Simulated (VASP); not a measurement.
# C in VASP: single point with PBE+D3(BJ)

Aim: the single point of C with PBE+D3(BJ).

Everything below comes from runs of VASP 6.6.1. Logs are shortened: lines on timing, memory, paths and dates and some standing lists are left out, and cuts for length are marked.

### 1 The cell of the first run

The cell holds a slab with vacuum, 4 atoms: a = 2.466 Å, b = 2.466 Å, c = 17.500 Å, α = 90.00°, β = 90.00°, γ = 120.00°.

### 2 Single point, PBE+D3(BJ)

Input file INCAR:

```
SYSTEM = C
PREC = Accurate
ENCUT = 520
EDIFF = 1E-7
ISMEAR = 0
SIGMA = 0.1
LREAL = .False.
LASPH = .True.
NELM = 80
ALGO = Normal
ISIF = 2
LWAVE = .False.
LCHARG = .False.
LDIPOL = .True.
IDIPOL = 3
DIPOL = 0.5 0.5 0.359
GGA = PE
IVDW = 12
NBANDS = 16
```

Input file KPOINTS:

```
Automatic mesh
0
Gamma
  15 15 1
  0 0 0
```

Input file POSCAR:

```
C
1.0
    2.4657189597      0.0000000000      0.0000000000
   -1.2328594799      2.1353752577      0.0000000000
    0.0000000000      0.0000000000     17.5000000000
C
4
Direct
    0.3333333333      0.6666666667      0.2571428571
    0.6666666667      0.3333333333      0.2571428571
    0.5000000000      1.3333333333      0.4605714286
    0.8333333333      1.0000000000      0.4605714286
```

Potentials or basis: VASP PAW PBE potentials, release 64 (C).

On the command line:

```bash
$ cat potpaw_PBE.64/C/POTCAR > POTCAR
$ mpirun -np 1 vasp_std > vasp.out
```

OUTCAR:

```text
SYSTEM = C
   PREC = Accurate
   ENCUT = 520
   EDIFF = 1E-7
   ISMEAR = 0
   LREAL = .False.
   LASPH = .True.
   NELM = 80
   ISIF = 2
   GGA = PE
   IVDW = 12
 IVDW          = 12

 ion  position               nearest neighbor table
   1  0.333  0.667  0.257-   2 1.42   2 1.42   2 1.42
   2  0.667  0.333  0.257-   1 1.42   1 1.42   1 1.42
   3  0.500  0.333  0.461-   4 1.42   4 1.42   4 1.42
   4  0.833  0.000  0.461-   3 1.42   3 1.42   3 1.42

  LATTYP: Found a hexagonal cell.
 ALAT       =     2.4657189597
 C/A-ratio  =     7.0973214247

  Lattice vectors:

 A1 = (   2.4657189597,   0.0000000000,   0.0000000000)
 A2 = (  -1.2328594799,   2.1353752577,   0.0000000000)
 A3 = (   0.0000000000,   0.0000000000,  17.5000000000)

Analysis of symmetry for initial positions (statically):
=====================================================================
 Subroutine PRICEL returns:
 Original cell was already a primitive cell.

 Routine SETGRP: Setting up the symmetry group for a
 hexagonal supercell.

 Subroutine GETGRP returns: Found  2 space group operations
 (whereof  1 operations were pure point group operations)
 out of a pool of 24 trial point group operations.

The static configuration has the point symmetry C_1 .
 The point group associated with its full space group is S_2 .

Analysis of symmetry for dynamics (positions and initial velocities):
=====================================================================
 Subroutine PRICEL returns:
 Original cell was already a primitive cell.

 Routine SETGRP: Setting up the symmetry group for a
 hexagonal supercell.

 Subroutine GETGRP returns: Found  2 space group operations
 (whereof  1 operations were pure point group operations)
 out of a pool of 24 trial point group operations.

The dynamic configuration has the point symmetry C_1 .
 The point group associated with its full space group is S_2 .

 Subroutine INISYM returns: Found  2 space group operations
 (whereof  1 operations are pure point group operations),
 and found     1 'primitive' translations

----------------------------------------------------------------------------------------

                                     Primitive cell

  volume of cell :      92.1416

  direct lattice vectors                    reciprocal lattice vectors
     2.465718960  0.000000000  0.000000000     0.405561224  0.234150882  0.000000000
    -1.232859480  2.135375258  0.000000000     0.000000000  0.468301764  0.000000000
     0.000000000  0.000000000 17.500000000     0.000000000  0.000000000  0.057142857

  length of vectors
     2.465718960  2.465718960 17.500000000     0.468301764  0.468301764  0.057142857

  position of ions in fractional coordinates (direct lattice)
     0.333333333  0.666666667  0.257142857
     0.666666667  0.333333333  0.257142857
     0.500000000  0.333333333  0.460571429
     0.833333333  0.000000000  0.460571429

  ion indices of the primitive-cell ions
   primitive index   ion index
                 1           1
                 2           2
                 3           3
                 4           4

----------------------------------------------------------------------------------------

 KPOINTS: Automatic mesh

Automatic generation of k-mesh.
 Grid dimensions read from file:
 generate k-points for:   15   15    1

 Generating k-lattice:

  Cartesian coordinates                     Fractional coordinates (reciprocal lattice)
     0.027037415  0.015610059  0.000000000     0.066666667  0.000000000  0.000000000
     0.000000000  0.031220118  0.000000000     0.000000000  0.066666667  0.000000000
     0.000000000  0.000000000  0.057142857     0.000000000  0.000000000  1.000000000

  Length of vectors
     0.031220118  0.031220118  0.057142857

  Shift w.r.t. Gamma in fractional coordinates (k-lattice)
     0.000000000  0.000000000  0.000000000

 Subroutine IBZKPT returns following result:
 ===========================================

 Found    113 irreducible k-points:

 Following reciprocal coordinates:
            Coordinates               Weight
  0.000000  0.000000  0.000000      1.000000
  0.066667 -0.000000  0.000000      2.000000
  0.000000  0.066667  0.000000      2.000000
 -0.066667  0.066667  0.000000      2.000000
  0.133333 -0.000000  0.000000      2.000000
  0.000000  0.133333  0.000000      2.000000
[... 16 lines left out ...]
  0.066667  0.066667  0.000000      2.000000
 -0.066667  0.133333  0.000000      2.000000
 [... further k-points ...]
   k-points           NKPTS =    113   k-points in BZ     NKDIM =    113   number of bands    NBANDS=     16
   number of dos      NEDOS =    301   number of ions     NIONS =      4
   total plane-waves  NPLWV =  45360
   dimension x,y,z NGX =    18 NGY =   18 NGZ =  140
   dimension x,y,z NGXF=    36 NGYF=   36 NGZF=  280
   ions per type =               4
   NGX,Y,Z   is equivalent  to a cutoff of  12.14, 12.14, 13.30 a.u.
   NGXF,Y,Z  is equivalent  to a cutoff of  24.27, 24.27, 26.60 a.u.
 SYSTEM =  C
   PREC   = accura    normal or accurate (medium, high low for compatibility)
   ISTART =      0    job   : 0-new  1-cont  2-samecut
   ICHARG =      2    charge: 1-file 2-atom 10-const
   ISPIN  =      1    spin polarized calculation?
   LNONCOLLINEAR =      F non collinear calculations
   LSORBIT =      F    spin-orbit coupling
   LASPH  =      T    aspherical Exc in radial PAW
   ENCUT  =  520.0 eV  38.22 Ry    6.18 a.u.   4.58  4.58 32.54*2*pi/ulx,y,z
   NELM   =     80;   NELMIN=  2; NELMDL= -5     # of ELM steps
   EDIFF  = 0.1E-06   stopping-criterion for ELM
   LREAL  =      F    real-space projection
   EDIFFG = 0.1E-05   stopping-criterion for IOM
   NSW    =      0    number of steps for IOM
   IBRION =     -1    ionic relax: 0-MD 1-quasi-New 2-CG
   NFREE  =      0    steps in history (QN), initial steepest desc. (CG)
   ISIF   =      2    stress and relaxation
   ISYM   =      2    0-nonsym 1-usesym 2-fastsym
   POTIM  = 0.5000    time-step for ionic-motion
   TEBEG  =    0.0;   TEEND  =   0.0 temperature during run
   PSTRESS=    0.0 pullay stress
   NELECT =      16.0000    total number of electrons
   NUPDOWN=      -1.0000    fix difference up-down
   EMIN   =  10.00;   EMAX   =-10.00  energy-range for DOS
   EFERMI =   0.00;   METHOD = LEGACY
   ISMEAR =     0;   SIGMA  =   0.10  broadening in eV -4-tet -1-fermi 0-gaus
   EFERMI_NEDOS =   21; number of points for ismear=-14 and -15
   IALGO  =     38    algorithm
   IMIX   =      4    mixing-type and parameters
     AMIX     =   0.40;   BMIX     =  1.00
     AMIX_MAG =   1.60;   BMIX_MAG =  1.00
  volume/ion in A,a.u.               =      23.04       155.45
  Fermi-wavevector in a.u.,A,eV,Ry     =   0.913334  1.725951 11.349690  0.834179
  Thomas-Fermi vector in A             =   2.037833
   LORBIT       =      0    0 simple, 1 ext, 2 COOP (PROOUT), +10 PAW based schemes
   GGA     = PE    functional components
   LHFCALC =     F    Hartree Fock is set to
   AEXX    =    0.0000 exact exchange contribution
   IVDW    =    12    specifies the selected vdW correction
   LEPSILON=     F    determine dielectric tensor
   LRPA    =     F    only Hartree local field effects (RPA)
 non-spin polarized calculation
 Gauss-broadening in eV      SIGMA  =   0.10
  energy-cutoff  :      520.00
  volume of cell :       92.14
 maximum number of plane-waves:      2521
   NGX =  9   NGY =  9   NGZ = 65

 dipolmoment           0.000000      0.000000      0.000150 electrons x Angstroem

 number of electron      15.9999998 magnetization

 dipolmoment           0.000000      0.000000     -0.000000 electrons x Angstroem

 Free energy of the ion-electron system (eV)
  ---------------------------------------------------
  ext. energy  EPLUGINS =         0.00000000
  ---------------------------------------------------
  free energy    TOTEN  =       -36.88784531 eV

  energy without entropy =      -36.88729354  energy(sigma->0) =      -36.88756943

 E-fermi :  -0.8277     XC(G=0):  -4.4707

 val. band max:       -0.9055769216   @ k =   0.3333   0.3333   0.0000
 cond. band min:      -0.7499690357   @ k =   0.3333   0.3333   0.0000
 fundamental gap:      0.1556078859
 Fermi energy:        -0.8277285025

 k-point     1 :       0.0000    0.0000    0.0000
  band No.  band energies     occupation
      1     -20.3900      2.00000
      2     -20.2965      2.00000
      3      -8.7919      2.00000
      4      -8.0761      2.00000
      5      -3.8655      2.00000
      6      -3.8625      2.00000
[... 8 lines left out ...]
     15       7.4895      0.00000
     16       7.4926      0.00000

 k-point     2 :       0.0667   -0.0000    0.0000
  band No.  band energies     occupation
      1     -20.2846      2.00000
      2     -20.1918      2.00000
      3      -8.6651      2.00000
      4      -7.9523      2.00000
      5      -4.2893      2.00000
      6      -4.2833      2.00000
[... 8 lines left out ...]
     15       7.5493      0.00000
     16       7.9306      0.00000

 k-point     3 :       0.0000    0.0667    0.0000
  band No.  band energies     occupation
      1     -20.2846      2.00000
      2     -20.1918      2.00000
      3      -8.6650      2.00000
      4      -7.9523      2.00000
      5      -4.2900      2.00000
      6      -4.2824      2.00000
[... 8 lines left out ...]
     15       7.5539      0.00000
     16       7.9382      0.00000
[... 362 lines left out ...]
 k-point    23 :       0.0667    0.0667    0.0000
  band No.  band energies     occupation
      1     -20.0742      2.00000
      2     -19.9827      2.00000
      3      -8.4124      2.00000
      4      -7.7059      2.00000
      5      -5.0108      2.00000
      6      -5.0108      2.00000
[... 8 lines left out ...]
     15       7.7313      0.00000
     16       8.7228      0.00000

 k-point    24 :      -0.0667    0.1333    0.0000
  band No.  band energies     occupation
      1     -20.0742      2.00000
      2     -19.9827      2.00000
      3      -8.4121      2.00000
      4      -7.7061      2.00000
      5      -5.0171      2.00000
      6      -5.0040      2.00000
[... 8 lines left out ...]
     15       7.7443      0.00000
     16       8.7232      0.00000

 [... further k-points ...]

------------------------ aborting loop because EDIFF is reached ----------------------------------------

 vacuum level on the upper side and lower side of the slab       (xc-potential included)        -0.071        -0.071

 Edisp (eV)   -0.46039

 E8    (eV) :    -0.1368

  FORCE on cell =-STRESS in cart. coord.  units (eV):
  Direction    XX          YY          ZZ          XY          YZ          ZX
  --------------------------------------------------------------------------------------
  -------------------------------------------------------------------------------------
  Total       0.12450     0.12834    -0.14107    -0.01180    -0.00848     0.01513
  in kB       2.16485     2.23161    -2.45301    -0.20517    -0.14742     0.26305
  external pressure =        0.65 kB  Pullay stress =        0.00 kB

 VOLUME and BASIS-vectors are now :
 -----------------------------------------------------------------------------
  energy-cutoff  :      520.00
  volume of cell :       92.14
      direct lattice vectors                 reciprocal lattice vectors
     2.465718960  0.000000000  0.000000000     0.405561224  0.234150882  0.000000000
    -1.232859480  2.135375258  0.000000000     0.000000000  0.468301764  0.000000000
     0.000000000  0.000000000 17.500000000     0.000000000  0.000000000  0.057142857

 POSITION                                       TOTAL-FORCE (eV/Angst)
 -----------------------------------------------------------------------------------
     -0.00000      1.42358      4.50000        -0.001486      0.001543      0.012483
      1.23286      0.71179      4.50000        -0.002760      0.000838      0.020018
      0.82191      0.71179      8.06000         0.002760     -0.000838     -0.020018
      2.05477      0.00000      8.06000         0.001486     -0.001543     -0.012483
 -----------------------------------------------------------------------------------
    total drift:                               -0.000000      0.000000     -0.000006

  FREE ENERGIE OF THE ION-ELECTRON SYSTEM (eV)
  ---------------------------------------------------
  free  energy   TOTEN  =       -37.3482371442 eV

  energy  without entropy=      -37.3476853743  energy(sigma->0) =      -37.34796126

 vacuum level on the upper side and lower side of the slab         3.393         3.393
```

It took 1.8 min on 1 thread of Intel Xeon 6975P-C (Granite Rapids), shared host; peak memory 0.27 GiB.

Results:

* Free energy: -37.3482 eV
* Largest force: 0.020 eV/Å
* Band gap on the k mesh: 0.16 eV, direct
* Dispersion energy per atom: -0.115 eV

Forces on the atoms (eV/Å):
```
C   -0.001  0.002  0.012
C   -0.003  0.001  0.020
C    0.003 -0.001 -0.020
C    0.001 -0.002 -0.012
```

Levels at points of the mesh, in eV from the valence-band top:
| k point | band 5 | band 6 | band 7 | band 8 | band 9 | band 10 | band 11 | band 12 |
| --- | --- | --- | --- | --- | --- | --- | --- | --- |
| (0.00, 0.00, 0.00) | -2.96 | -2.96 | -2.96 | -2.95 | 3.44 | 3.92 | 4.82 | 6.46 |
